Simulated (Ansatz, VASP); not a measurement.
Two plane-wave programs on WS2

File INCAR:

```
SYSTEM = WS2
PREC = Accurate
ENCUT = 520
EDIFF = 1E-6
ISMEAR = 0
SIGMA = 0.1
LREAL = .False.
LASPH = .True.
NELM = 60
ALGO = Normal
ISIF = 2
LWAVE = .False.
LCHARG = .False.
GGA = PE
IVDW = 12
NBANDS = 35
```

KPOINTS

```
regular mesh
0
Gamma
  6 6 2
  0 0 0
```

File POSCAR:

```
WS2
1.0
    3.1800000000      0.0000000000      0.0000000000
   -1.5900000000      2.7539607840      0.0000000000
    0.0000000000      0.0000000000     12.5000000000
W S
2 4
Direct
    0.3333333333      0.6666666667      0.2500000000
    0.6666666667      0.3333333333      0.7500000000
    0.3333333333      0.6666666667      0.6250000000
    0.6666666667      0.3333333333      0.1250000000
    0.3333333333      0.6666666667      0.8750000000
    0.6666666667      0.3333333333      0.3750000000
```

Input for Ansatz:

```yaml
crystal:
  lattice:
    - [3.18, 0.0, 0.0]
    - [-1.59, 2.753960784, 0.0]
    - [0.0, 0.0, 12.5]
  atoms:
    - { symbol: W, position: [0.3333333333, 0.6666666667, 0.25] }
    - { symbol: W, position: [0.6666666667, 0.3333333333, 0.75] }
    - { symbol: S, position: [0.3333333333, 0.6666666667, 0.625] }
    - { symbol: S, position: [0.6666666667, 0.3333333333, 0.125] }
    - { symbol: S, position: [0.3333333333, 0.6666666667, 0.875] }
    - { symbol: S, position: [0.6666666667, 0.3333333333, 0.375] }
basis:
  ecutwfc: 420
kpoints:
  mp_grid: { grid: [6, 6, 2] }
hamiltonian:
  xc: pbe
  dispersion: d3bj
scf:
  occupations: { method: gaussian, width: 0.1 }
output:
  forces: true
  stress: true
  eigenvalues: true
```

Alike in both runs: task single point; functional PBE; dispersion D3(BJ); k mesh 6 × 6 × 2; occupations gaussian, width 0.1 eV; no spin polarisation.

```csv
,VASP,Ansatz
version,VASP 6.6.1,Ansatz 0.2.0
potentials or method,"VASP PAW PBE potentials, release 64 (W_sv, S), cutoff 520 eV","scalar-relativistic, plane waves, PAW"
valence electrons in the cell,52,52
```

```csv
,VASP,Ansatz,Ansatz less VASP
gap on the k mesh at the Fermi level (eV),1.06,1.05,-0.015
least direct gap on the mesh (eV),1.74,1.74,-0.003
pressure (GPa),-1.6,-1.5,+0.03
"traceless stress, the component that is largest in VASP (GPa)",1.21,1.20,-0.004
rms of the force components (eV/Å),0.067,0.066,-0.0011
```

Atom by atom the forces differ by 0.001 eV/Å (rms over components).

Spin-orbit coupling is off throughout.
